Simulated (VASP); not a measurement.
Write the native input for VASP 6.6.1 that does the following.

```yaml
Task: single point
Functional: PBE
Potentials_or_basis: VASP PAW PBE potentials, release 64 (W_sv, S)
Cutoff: 520 eV
k_mesh: 12 × 12 × 12
Occupations: gaussian, width 0.02 eV
Spin: no spin polarisation
Dipole_correction: no
Further_INCAR_settings: ALGO = Normal; EDIFF = 1e-06; NBANDS = 20
```

The structure of WS2 lies in POSCAR:

```
WS2
1.0
    1.6677717859      0.9628884895      5.9551327126
   -1.6677717859      0.9628884895      5.9551327126
    0.0000000000     -1.9257769790      5.9551327126
W S
1 2
Direct
    0.0021797867      0.0021797867      0.0021797867
    0.7485894985      0.7485894985      0.7485894985
    0.5805307147      0.5805307147      0.5805307147
```

This cell differs from its parent crystal: strained.

One way to write it, as run:

INCAR

```
SYSTEM = WS2
PREC = Accurate
ENCUT = 520
EDIFF = 1E-6
ISMEAR = 0
SIGMA = 0.02
LREAL = .False.
LASPH = .True.
NELM = 60
ALGO = Normal
ISIF = 2
LWAVE = .False.
LCHARG = .False.
GGA = PE
NBANDS = 20
```

KPOINTS

```
regular mesh
0
Gamma
  12 12 12
  0 0 0
```

Potentials or basis: VASP PAW PBE potentials, release 64 (W_sv, S).

The run is started by

```console
$ cat potpaw_PBE.64/W_sv/POTCAR potpaw_PBE.64/S/POTCAR > POTCAR
$ mpirun -np 1 vasp_std > vasp.out
```

It gave:

| Item | Value |
| --- | --- |
| Pressure | -4.4 GPa |
| Largest force | 2.173 eV/Å |
| Band gap on the k mesh | 0.05 eV, indirect (least direct gap 1.27 eV) |

Caveat: the cell differs from its parent crystal (strained); spin-orbit coupling is left out, which moves the levels of the heavy elements; forces of over 1 eV/Å act on the atoms, so gaps and moduli don't describe the material at rest.

Wall time 6.9 min on 1 thread of Intel(R) Xeon(R) Platinum 8259CL CPU @ 2.50GHz (Skylake/Cascade Lake) (shared host), peak memory 0.44 GiB.
